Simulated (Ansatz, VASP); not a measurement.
# One calculation of MgO, two programs

Contents of INCAR:

```
PREC = Accurate
ENCUT = 600
EDIFF = 1E-6
ISMEAR = 0
SIGMA = 0.02
LREAL = F
LASPH = T
NELM = 120
ALGO = Normal
ISIF = 2
LWAVE = F
LCHARG = F
GGA = PE
NBANDS = 11
GGA_COMPAT = F
```

KPOINTS

```
regular mesh
0
Gamma
  4 4 4
```

The input POSCAR:

```
MgO
1.0
    0.0000000000      2.1085000000      2.1085000000
    2.1085000000      0.0000000000      2.1085000000
    2.1085000000      2.1085000000      0.0000000000
Mg O
1 1
Direct
    0.0000000000      0.0000000000      0.0000000000
    0.5000000000      0.5000000000      0.5000000000
```

Input for Ansatz:

```yaml
crystal:
  lattice:
    - [0.0, 2.1085, 2.1085]
    - [2.1085, 0.0, 2.1085]
    - [2.1085, 2.1085, 0.0]
  atoms:
    - { symbol: Mg, position: [0.0, 0.0, 0.0] }
    - { symbol: O, position: [0.5, 0.5, 0.5] }
basis:
  ecutwfc: 420
kpoints:
  mp_grid: { grid: [4, 4, 4] }
hamiltonian:
  xc: pbe
scf:
  occupations: { method: gaussian, width: 0.02 }
output:
  forces: true
  stress: true
  eigenvalues: true
```

Alike in both runs: task single point; functional PBE; k mesh 4 × 4 × 4; occupations gaussian, width 0.02 eV; no spin polarisation.

|  | VASP | Ansatz |
| --- | --- | --- |
| version | VASP 6.6.1 | Ansatz 0.2.0 |
| potentials or method | VASP PAW PBE potentials, release 64 (Mg, O), cutoff 600 eV | scalar-relativistic, plane waves, PAW |
| valence electrons in the cell | 8 | 16 |

```csv
,VASP,Ansatz,Ansatz less VASP
gap on the k mesh at the Fermi level (eV),4.69,4.70,+0.016
least direct gap on the mesh (eV),4.69,4.70,+0.016
pressure (GPa),3.1,4.1,+0.97
```

VASP's potentials hold 8 valence electrons a cell and Ansatz's 16, so a difference there can come from the potentials and not from the codes.

The k mesh is coarse, so the values compare programs but aren't converged.
